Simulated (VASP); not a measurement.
# Be3TeSe2 (P1) in VASP: a series of runs

Be3TeSe2 is run at these levels: PBE; tasks: relaxation of cell and atoms.

Everything below comes from runs of VASP 6.6.1. Logs are shortened: lines on timing, memory, paths and dates and some standing lists are left out, and cuts for length are marked.

## (1) The cell of the first run

The typed cell holds 12 atoms: a = 6.093 Å, b = 6.434 Å, c = 6.568 Å, α = 119.39°, β = 89.92°, γ = 90.69°.

## (2) Relaxation of cell and atoms, PBE

INCAR

```
PREC     = Accurate       # precision mode
ENCUT    = 600            # plane-wave cutoff, eV
EDIFF    = 1E-6           # SCF threshold, eV
ISMEAR   = 0              # smearing method
SIGMA    = 0.1            # smearing width, eV
LREAL    = False          # projectors in reciprocal space
LASPH    = True           # aspherical terms in the spheres
NELM     = 80             # most SCF steps
ALGO     = Normal         # electronic algorithm
ISIF     = 3              # what is computed and relaxed
LWAVE    = False          # write WAVECAR
LCHARG   = False          # write CHGCAR
GGA      = PE             # functional
IBRION   = 2              # ionic algorithm
NSW      = 80             # ionic steps
EDIFFG   = -0.025         # ionic threshold
```

KPOINTS

```
Automatic mesh
0
Gamma
  2 4 4
```

POSCAR

```
Be3TeSe2
1.0
   -0.0161833716     -0.0366204983     -6.0928273740
   -0.0037626586      6.4338536751      0.0384419514
    5.7249391908     -3.2201904382     -0.0044858998
Be Te Se
6 2 4
Direct
    0.8941777689      0.1516151616     -0.0496909235
    0.3669693684      0.2039963293      0.6740536340
    0.8580029115      0.7725700844      0.2820478403
    0.3729743200      0.7819218987      0.0249737721
    0.3488380248      0.5318368922      0.3629262752
    0.8966985984      0.5118658639      0.6994303876
    0.4799222522      0.2074776169      0.0467354942
    0.0052256161      0.8049325596      0.9940101978
    1.0065458419      0.1486634152      0.6265897450
    0.5095048137      0.8648260993      0.3433973173
    1.0091463596      0.5193143926      0.3146398096
    0.5019941245      0.5009796862      0.6808864504
```

Potentials or basis: VASP PAW PBE potentials, release 64 (Be, Te, Se).

Launch:

```bash
cat potpaw_PBE.64/Be/POTCAR potpaw_PBE.64/Te/POTCAR potpaw_PBE.64/Se/POTCAR > POTCAR
mpirun -np 1 vasp_std > vasp.out
```

OUTCAR:

```text
PREC = Accurate
   ENCUT = 600
   EDIFF = 1E-6
   ISMEAR = 0
   LREAL = False
   LASPH = True
   NELM = 80
   ISIF = 3
   GGA = PE
   IBRION = 2
   NSW = 80
   EDIFFG = -0.025

 ion  position               nearest neighbor table
   1  0.894  0.152  0.950-   9 2.22   8 2.49  11 2.49   7 2.59
   2  0.367  0.204  0.674-  12 2.05   9 2.22  10 2.37   7 2.53
   3  0.858  0.773  0.282-  11 1.98   8 2.19  10 2.19   9 2.52
   4  0.373  0.782  0.025-  10 2.06  12 2.24   8 2.26   7 2.74
   5  0.349  0.532  0.363-  11 2.09   7 2.26  12 2.39  10 2.40
   6  0.897  0.512  0.699-   8 2.03   9 2.25  12 2.41
   7  0.480  0.207  0.047-   5 2.26   2 2.53   1 2.59   4 2.74
   8  0.005  0.805  0.994-   6 2.03   3 2.19   4 2.26   1 2.49
   9  0.007  0.149  0.627-   2 2.22   1 2.22   6 2.25   3 2.52
  10  0.510  0.865  0.343-   4 2.06   3 2.19   2 2.37   5 2.40
  11  0.009  0.519  0.315-   3 1.98   5 2.09   1 2.49
  12  0.502  0.501  0.681-   2 2.05   4 2.24   5 2.39   6 2.41

  LATTYP: Found a triclinic cell.
 ALAT       =     6.4339696187
 B/A-ratio  =     1.0209020912
 C/A-ratio  =     0.9469983974
 COS(alpha) =     0.0013144989
 COS(beta)  =     0.0119833492
 COS(gamma) =     0.4907559210

  Lattice vectors:

 A1 = (  -0.0037626586,   6.4338536751,   0.0384419514)
 A2 = (  -5.7249391908,   3.2201904382,   0.0044858998)
 A3 = (   0.0161833716,   0.0366204983,   6.0928273740)

Analysis of symmetry for initial positions (statically):
=====================================================================
 Subroutine PRICEL returns:
 Original cell was already a primitive cell.

 Routine SETGRP: Setting up the symmetry group for a
 triclinic supercell.

 Subroutine GETGRP returns: Found  1 space group operations
 (whereof  1 operations were pure point group operations)
 out of a pool of  2 trial point group operations.

The static configuration has the point symmetry C_1 .

Analysis of symmetry for dynamics (positions and initial velocities):
=====================================================================
 Subroutine PRICEL returns:
 Original cell was already a primitive cell.

 Routine SETGRP: Setting up the symmetry group for a
 triclinic supercell.

 Subroutine GETGRP returns: Found  1 space group operations
 (whereof  1 operations were pure point group operations)
 out of a pool of  2 trial point group operations.

The dynamic configuration has the point symmetry C_1 .

 Subroutine INISYM returns: Found  1 space group operations
 (whereof  1 operations are pure point group operations),
 and found     1 'primitive' translations

----------------------------------------------------------------------------------------

                                     Primitive cell

  volume of cell :     224.3363

  direct lattice vectors                    reciprocal lattice vectors
    -0.016183372 -0.036620498 -6.092827374     0.000423154  0.000980942 -0.164134434
    -0.003762659  6.433853675  0.038441951     0.087457553  0.155485962 -0.001166836
     5.724939191 -3.220190438 -0.004485900     0.174733021  0.000104965 -0.000464745

  length of vectors
     6.092958918  6.433969619  6.568453039     0.164137910  0.178398625  0.174733671

  position of ions in fractional coordinates (direct lattice)
     0.894177769  0.151615162  0.950309076
     0.366969368  0.203996329  0.674053634
     0.858002912  0.772570084  0.282047840
     0.372974320  0.781921899  0.024973772
     0.348838025  0.531836892  0.362926275
     0.896698598  0.511865864  0.699430388
     0.479922252  0.207477617  0.046735494
     0.005225616  0.804932560  0.994010198
     0.006545842  0.148663415  0.626589745
     0.509504814  0.864826099  0.343397317
     0.009146360  0.519314393  0.314639810
     0.501994125  0.500979686  0.680886450

  ion indices of the primitive-cell ions
   primitive index   ion index
                 1           1
                 2           2
                 3           3
                 4           4
                 5           5
                 6           6
                 7           7
                 8           8
                 9           9
                10          10
                11          11
                12          12

----------------------------------------------------------------------------------------

 KPOINTS: Automatic mesh

Automatic generation of k-mesh.
 Grid dimensions read from file:
 generate k-points for:    2    4    4

 Generating k-lattice:

  Cartesian coordinates                     Fractional coordinates (reciprocal lattice)
     0.000211577  0.000490471 -0.082067217     0.500000000  0.000000000 -0.000000000
     0.021864388  0.038871491 -0.000291709     0.000000000  0.250000000 -0.000000000
     0.043683255  0.000026241 -0.000116186     0.000000000  0.000000000  0.250000000

  Length of vectors
     0.082068955  0.044599656  0.043683418

  Shift w.r.t. Gamma in fractional coordinates (k-lattice)
     0.000000000  0.000000000  0.000000000

[... 42 lines left out ...]
   POTIM  = 0.5000    time-step for ionic-motion
   TEBEG  =    0.0;   TEEND  =   0.0 temperature during run
   PSTRESS=    0.0 pullay stress
   NELECT =      48.0000    total number of electrons
   NUPDOWN=      -1.0000    fix difference up-down
   EMIN   =  10.00;   EMAX   =-10.00  energy-range for DOS
   EFERMI =   0.00;   METHOD = LEGACY
   ISMEAR =     0;   SIGMA  =   0.10  broadening in eV -4-tet -1-fermi 0-gaus
   EFERMI_NEDOS =   21; number of points for ismear=-14 and -15
   IALGO  =     38    algorithm
   IMIX   =      4    mixing-type and parameters
     AMIX     =   0.40;   BMIX     =  1.00
     AMIX_MAG =   1.60;   BMIX_MAG =  1.00
  volume/ion in A,a.u.               =      18.69       126.16
  Fermi-wavevector in a.u.,A,eV,Ry     =   0.979164  1.850352 13.044750  0.958762
  Thomas-Fermi vector in A             =   2.109996
   LORBIT       =      0    0 simple, 1 ext, 2 COOP (PROOUT), +10 PAW based schemes
   GGA     = PE    functional components
   LHFCALC =     F    Hartree Fock is set to
   AEXX    =    0.0000 exact exchange contribution
   IVDW    =     0    specifies the selected vdW correction
   LEPSILON=     F    determine dielectric tensor
   LRPA    =     F    only Hartree local field effects (RPA)
 conjugate gradient relaxation of ions
 non-spin polarized calculation
 Gauss-broadening in eV      SIGMA  =   0.10
  energy-cutoff  :      600.00
  volume of cell :      224.34
 maximum number of plane-waves:      7504
 NGX is ok and might be reduce to    50
   NGX = 25   NGY = 25   NGZ = 27

--------------------------------------- Ionic step        1  -------------------------------------------

 number of electron      48.0000001 magnetization

 Free energy of the ion-electron system (eV)
  ---------------------------------------------------
  ext. energy  EPLUGINS =         0.00000000
  ---------------------------------------------------
  free energy    TOTEN  =       -47.36929328 eV

  energy without entropy =      -47.36929328  energy(sigma->0) =      -47.36929328

------------------------ aborting loop because EDIFF is reached ----------------------------------------

  FORCE on cell =-STRESS in cart. coord.  units (eV):
  Direction    XX          YY          ZZ          XY          YZ          ZX
  --------------------------------------------------------------------------------------
  -------------------------------------------------------------------------------------
  Total        7.9171119      8.2869761      8.7136967      2.2688346     -0.5138522     -2.0652116
  in kB       56.5428759     59.1843932     62.2319707     16.2036909     -3.6698586    -14.7494449
  external PRESSURE =      59.3197466 kB  Pullay stress =       0.0000000 kB
[... 119 lines left out ...]
  FREE ENERGIE OF THE ION-ELECTRON SYSTEM (eV)
  ---------------------------------------------------
  free  energy   TOTEN  =       -49.2500079558 eV

  energy  without entropy=      -49.2500079558  energy(sigma->0) =      -49.25000796

 E-fermi :   4.3673     XC(G=0):  -9.1345

 val. band max:        3.9114838375   @ k =   0.0000   0.0000   0.0000
 cond. band min:       6.4187447831   @ k =   0.0000   0.0000   0.0000
 fundamental gap:      2.5072609456
 Fermi energy:         4.3673391174

 k-point     1 :       0.0000    0.0000    0.0000
  band No.  band energies     occupation
      1      -9.7113      2.00000
      2      -8.7996      2.00000
      3      -8.7236      2.00000
      4      -8.4892      2.00000
      5      -6.8619      2.00000
      6      -6.3114      2.00000
[... 669 lines left out ...]
     30       8.0937      0.00000
     31       8.3670      0.00000

[... ionic steps 4 to 17 ...]

--------------------------------------- Ionic step       18  -------------------------------------------

 number of electron      47.9999997 magnetization

------------------------ aborting loop because EDIFF is reached ----------------------------------------

  FORCE on cell =-STRESS in cart. coord.  units (eV):
  Direction    XX          YY          ZZ          XY          YZ          ZX
  --------------------------------------------------------------------------------------
  -------------------------------------------------------------------------------------
  Total       -0.1389562     -0.3192334     -0.1817213      0.0492875     -0.0039443     -0.0138825
  in kB       -0.9697306     -2.2278270     -1.2681742      0.3439613     -0.0275261     -0.0968815
  external PRESSURE =      -1.4885772 kB  Pullay stress =       0.0000000 kB
[... 77 lines left out ...]
  energy  without entropy=      -50.3720181455  energy(sigma->0) =      -50.37201815

--------------------------------------- Ionic step       20  -------------------------------------------

 number of electron      47.9999997 magnetization

 Free energy of the ion-electron system (eV)
  ---------------------------------------------------
  ext. energy  EPLUGINS =         0.00000000
  ---------------------------------------------------
  free energy    TOTEN  =       -50.37238447 eV

  energy without entropy =      -50.37238447  energy(sigma->0) =      -50.37238447

 E-fermi :   4.4648     XC(G=0):  -9.2274

 val. band max:        3.9791168813   @ k =   0.0000   0.0000   0.0000
 cond. band min:       6.8308789053   @ k =   0.0000   0.0000   0.5000
 fundamental gap:      2.8517620239
 Fermi energy:         4.4648010024

 k-point     1 :       0.0000    0.0000    0.0000
  band No.  band energies     occupation
      1      -9.6107      2.00000
      2      -8.6652      2.00000
      3      -8.4725      2.00000
      4      -8.4665      2.00000
      5      -6.5984      2.00000
      6      -6.2222      2.00000
[... 708 lines left out ...]
  FREE ENERGIE OF THE ION-ELECTRON SYSTEM (eV)
  ---------------------------------------------------
  free  energy   TOTEN  =       -50.3723844682 eV

  energy  without entropy=      -50.3723844682  energy(sigma->0) =      -50.37238447

 reached required accuracy - stopping structural energy minimisation
```

Wall time 59 min (1 thread of Intel Xeon 8259CL, shared host); peak memory 0.51 GiB.

Results:

```yaml
Free_energy: -50.3724 eV
Relaxed_volume: 19.08 Å³/atom
Relaxed_cell: a = 6.208 Å, b = 6.521 Å, c = 6.529 Å, α = 119.95°, β = 90.01°, γ = 89.98°
Space_group_after_relaxing_to_0.1_Å: Cmc2_1 (No. 36)
Energy_gained_by_relaxing: 250.3 meV/atom
Ionic_steps: 20
Pressure_after_relaxing: 0.0 GPa
Largest_force_after_relaxing: 0.018 eV/Å
Band_gap_on_the_k_mesh: 2.85 eV (least direct gap 2.93 eV)
```

Forces on the atoms (eV/Å):
```
Be   0.005  0.005 -0.006
Be  -0.007 -0.002 -0.006
Be  -0.004  0.005  0.004
Be   0.006 -0.009 -0.003
Be  -0.007 -0.006 -0.001
Be   0.005  0.007 -0.014
Te   0.002  0.008  0.011
Te   0.005 -0.005 -0.002
Se   0.005 -0.007  0.004
Se  -0.005  0.012  0.013
Se  -0.006 -0.007  0.004
Se   0.001 -0.001 -0.002
```

The path:
| step | energy change (eV) | largest force (eV/Å) | pressure (GPa) | volume (Å³) |
| --- | --- | --- | --- | --- |
| 1 | 0.0000 | 5.3645 | 5.93 | 224.34 |
| 2 | -1.8654 | 1.2981 | -3.72 | 247.53 |
| 3 | -1.8807 | 1.2194 | -3.04 | 244.78 |
| 4 | -2.4333 | 0.9858 | -1.22 | 234.85 |
| 5 | -2.6140 | 0.9212 | 1.34 | 225.38 |
| 6 | -2.8099 | 0.6158 | 0.61 | 227.04 |
| 7 | -2.8386 | 0.5355 | 0.33 | 227.95 |
| 8 | -2.9267 | 0.2676 | -0.32 | 230.00 |
| 9 | -2.9399 | 0.2296 | -0.64 | 231.16 |
| 10 | -2.9637 | 0.1955 | 0.28 | 228.08 |
| 11 | -2.9650 | 0.1910 | 0.54 | 227.22 |
| 12 | -2.9822 | 0.1231 | 0.15 | 228.50 |
| 13 | -2.9850 | 0.1601 | -0.07 | 229.28 |
| 14 | -2.9931 | 0.0885 | -0.10 | 229.40 |
| 15 | -2.9952 | 0.1166 | -0.12 | 229.51 |
| 16 | -3.0002 | 0.0743 | 0.14 | 228.61 |
| 17 | -3.0006 | 0.0717 | 0.23 | 228.31 |
| 18 | -3.0025 | 0.0430 | -0.15 | 229.58 |
| 19 | -3.0027 | 0.0391 | -0.05 | 229.24 |
| 20 | -3.0031 | 0.0182 | 0.02 | 229.01 |

Final structure:
```cif
data_structure
_symmetry_space_group_name_H-M 'P 1'
_symmetry_Int_Tables_number 1
_cell_length_a 6.2076
_cell_length_b 6.5209
_cell_length_c 6.5295
_cell_angle_alpha 119.951
_cell_angle_beta 90.013
_cell_angle_gamma 89.983
_cell_volume 229.01
loop_
_atom_site_label
_atom_site_type_symbol
_atom_site_fract_x
_atom_site_fract_y
_atom_site_fract_z
_atom_site_occupancy
Be1 Be 0.89216 0.18786 0.99973 1
Be2 Be 0.36593 0.16587 0.64722 1
Be3 Be 0.86633 0.83413 0.35303 1
Be4 Be 0.39209 0.81218 0.00010 1
Be5 Be 0.36605 0.51915 0.35336 1
Be6 Be 0.86551 0.48087 0.64657 1
Te1 Te 0.50156 0.17099 0.00020 1
Te2 Te 0.00131 0.82888 0.99966 1
Se1 Se 0.99975 0.16710 0.66075 1
Se2 Se 0.50001 0.83294 0.33928 1
Se3 Se 0.99980 0.50609 0.33898 1
Se4 Se 0.49949 0.49395 0.66111 1
```

Levels at points of the mesh, in eV from the valence-band top:
```csv
k point,band 22,band 23,band 24,band 25,band 26,band 27
"(0.00, 0.00, 0.00)",-0.14,-0.03,0.00,2.93,2.94,3.41
"(0.50, 0.00, 0.00)",-0.62,-0.60,-0.60,3.66,3.66,3.90
"(0.00, 0.50, 0.00)",-1.18,-0.92,-0.86,2.90,4.27,4.27
"(0.50, 0.50, 0.00)",-1.57,-1.42,-1.42,3.05,3.05,4.15
"(0.00, 0.00, 0.50)",-1.02,-0.92,-0.69,2.85,4.21,4.24
"(0.50, 0.00, 0.50)",-1.75,-1.33,-1.33,3.02,3.02,4.17
"(0.00, 0.50, 0.50)",-1.18,-0.92,-0.86,2.90,4.27,4.27
"(0.50, 0.50, 0.50)",-1.57,-1.42,-1.42,3.05,3.05,4.15
```

Caveat: the k points lie up to 0.51 Å⁻¹ apart in the final cell; spin-orbit coupling is left out, which moves the levels of the heavy elements. A k mesh can miss the band edges.

## (3) Relaxation of cell and atoms, PBE

This run uses another cell than the first one, of 19.74 Å³/atom.

INCAR

```
ALGO     = Normal         # electronic algorithm
EDIFF    = 1E-6           # SCF threshold, eV
EDIFFG   = -0.025         # ionic threshold
ENCUT    = 600            # plane-wave cutoff, eV
GGA      = PE             # functional
IBRION   = 2              # ionic algorithm
ISIF     = 3              # what is computed and relaxed
ISMEAR   = 0              # smearing method
LASPH    = T              # aspherical terms in the spheres
LCHARG   = F              # write CHGCAR
LREAL    = F              # projectors in reciprocal space
LWAVE    = F              # write WAVECAR
NELM     = 80             # most SCF steps
NSW      = 80             # ionic steps
PREC     = Accurate       # precision mode
SIGMA    = 0.1            # smearing width, eV
```

KPOINTS

```
k-points
0
Gamma
  4 4 2
```

POSCAR

```
Be3TeSe2
1.0
   -0.0251314188     -0.0236515853     -5.4404859550
    1.9053302098     -5.6475329011      2.7040249563
   -7.6800849232     -0.0363820042     -0.0356387549
Be Te Se
6 2 4
Direct
    0.5643523633      0.6425375999      0.8902065004
    0.5614491284      0.6522043396      0.4234322495
    0.9332051204      0.3818888542      0.5788130124
    0.9104783134      0.3079617191      0.0556189392
    0.2857870263     -0.0089437221      0.8054296951
    0.2441198163      0.0065617503      0.2692157798
    0.9834855247      0.0088625442      0.4731820196
    0.9824530621      1.0116222564      0.9873268861
    0.6515208279      0.3259397001      0.8322603176
    0.6957972175      0.3673903858      0.3549773917
    0.3503000484      0.6577189236      0.6504325587
    0.3370515513      0.6462556489      0.1791046499
```

Potentials or basis: VASP PAW PBE potentials, release 64 (Be, Te, Se).

Launch:

```bash
cat potpaw_PBE.64/Be/POTCAR potpaw_PBE.64/Te/POTCAR potpaw_PBE.64/Se/POTCAR > POTCAR
mpirun -np 1 vasp_std > vasp.out
```

Wall time 52 min (1 thread of Intel Xeon 8259CL, shared host); peak memory 0.56 GiB.

It converged, with:

* Free energy: -50.2972 eV
* Relaxed volume: 19.12 Å³/atom
* Relaxed cell: a = 5.323 Å, b = 6.545 Å, c = 7.601 Å, α = 106.88°, β = 90.00°, γ = 113.99°
* Space group after relaxing (to 0.1 Å): Imm2 (No. 44)
* Energy gained by relaxing: 257.8 meV/atom
* Ionic steps: 16
* Pressure after relaxing: 0.0 GPa
* Largest force after relaxing: 0.023 eV/Å
* Band gap on the k mesh: 2.07 eV (least direct gap 2.14 eV)

Forces on the atoms (eV/Å):
```
Be   0.002  0.002  0.004
Be  -0.007  0.015  0.010
Be  -0.004 -0.019  0.010
Be  -0.001 -0.004  0.013
Be  -0.001  0.007 -0.006
Be   0.011  0.000  0.008
Te   0.007  0.004  0.002
Te   0.019 -0.009  0.003
Se  -0.012 -0.011 -0.016
Se  -0.007 -0.001 -0.004
Se  -0.005  0.001 -0.012
Se  -0.002  0.017 -0.013
```

Step by step:
```tsv
step	energy change (eV)	largest force (eV/Å)	pressure (GPa)	volume (Å³)
1	0.0000	4.9151	2.35	236.83
2	-1.9832	1.3266	-2.97	246.77
3	-1.9857	1.3598	-3.08	247.27
4	-2.5763	1.2623	-0.76	234.91
5	-2.7267	1.2533	1.77	225.47
6	-2.9796	0.5041	0.78	227.09
7	-2.9815	0.4845	0.73	227.23
8	-3.0494	0.2518	-0.37	230.70
9	-3.0534	0.2235	-0.68	231.78
10	-3.0744	0.1512	0.03	229.40
11	-3.0758	0.1543	0.26	228.65
12	-3.0843	0.1218	0.07	229.28
13	-3.0868	0.1558	-0.09	229.85
14	-3.0917	0.0736	-0.05	229.74
15	-3.0920	0.0774	-0.04	229.71
16	-3.0934	0.0228	0.04	229.38
```

Final structure:
```
Be Te Se
1.0
    -0.00019   -0.00002   -5.32277
     1.90001   -5.67002    2.66102
    -7.60057    0.00069   -0.00035
Be Te Se
6 2 4
Direct
  0.56013 0.64737 0.91173
  0.56074 0.64800 0.41175
  0.91266 0.35204 0.58767
  0.91312 0.35232 0.08777
  0.27627 0.99998 0.75043
  0.27724 0.00031 0.25059
  0.00034 0.00014 0.50037
  0.00005 0.99968 0.00059
  0.66835 0.33727 0.83401
  0.66902 0.33787 0.33412
  0.33089 0.66234 0.66540
  0.33119 0.66268 0.16557
```

Levels at points of the mesh, in eV from the valence-band top:
| k point | band 22 | band 23 | band 24 | band 25 | band 26 | band 27 |
| --- | --- | --- | --- | --- | --- | --- |
| (0.00, 0.00, 0.00) | -0.26 | -0.25 | 0.00 | 2.17 | 3.18 | 3.25 |
| (0.50, 0.00, 0.00) | -1.26 | -1.25 | -0.66 | 3.30 | 3.50 | 3.51 |
| (0.00, 0.50, 0.00) | -1.73 | -1.29 | -0.07 | 2.07 | 2.17 | 3.33 |
| (0.50, 0.50, 0.00) | -1.26 | -1.25 | -0.66 | 3.30 | 3.50 | 3.51 |
| (0.00, 0.00, 0.50) | -1.43 | -0.78 | -0.77 | 4.02 | 4.02 | 4.12 |
| (0.50, 0.00, 0.50) | -1.44 | -1.11 | -1.11 | 4.17 | 4.17 | 4.23 |
| (0.00, 0.50, 0.50) | -1.73 | -1.69 | -1.69 | 3.08 | 3.08 | 3.15 |
| (0.50, 0.50, 0.50) | -1.44 | -1.11 | -1.11 | 4.17 | 4.17 | 4.23 |

Caveat: the k points lie up to 0.44 Å⁻¹ apart in the final cell; spin-orbit coupling is left out, which moves the levels of the heavy elements. A k mesh can miss the band edges.
